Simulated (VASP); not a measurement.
Runs of VASP 6.6.1 on H9O4F. The cells are those of the table. 

```csv
task,cell,gap on the mesh (eV),pressure (GPa),largest force (eV/Å)
single point,"a = 5.378 Å, 14 atoms",(b),1.7,(a)
single point,"a = 5.311 Å, 14 atoms",4.31,-2.6,6.37
single point,"a = 4.976 Å, 14 atoms",4.69,-1.8,3.73
single point,"a = 5.034 Å, 14 atoms",4.18,1.6,4.85
```

Alike in all rows: level LDA; potentials or basis VASP PAW LDA potentials, release 64 (O, H, F); no spin polarisation; k mesh 1 × 1 × 1; cutoff (eV) 520; smearing fermi-dirac 0.05 eV.

Problem. Fill in the values left out.

Solution. (a) 5.47; (b) 4.07.

Caveats: all runs use coarse meshes.

A k mesh can miss the band edges.
